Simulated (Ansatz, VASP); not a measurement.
# Au in VASP and in Ansatz

```
Au
1.0
     2.33971    1.35083    1.89441
    -2.33971    1.35083    1.89441
     0.00000   -2.70166    1.89441
Au
2
Direct
  0.25001 0.25001 0.25001
  0.74999 0.74999 0.74999
```

Alike in both runs: functional PBE; k mesh 6 × 6 × 6; occupations gaussian, width 0.1 eV; no spin polarisation.

Ansatz relaxed the structure, and its values are those at the end. VASP's run is a single point on that final structure, the one shown.

```csv
,VASP,Ansatz
version,VASP 6.6.1,Ansatz 0.2.0
potentials or method,"VASP PAW PBE potentials, release 64 (Au), cutoff 520 eV","scalar-relativistic, plane waves, PAW"
valence electrons in the cell,22,38
```

|  | VASP | Ansatz | Ansatz less VASP |
| --- | --- | --- | --- |
| gap on the k mesh at the Fermi level (eV) | none | none | - |
| pressure (GPa) | -0.2 | 0.0 | +0.15 |

A gap of «none» marks a metal or a gap that the smearing closes. VASP's potentials hold 22 valence electrons a cell and Ansatz's 38, so a difference there can come from the potentials and not from the codes.

Neither program's run includes spin-orbit coupling.
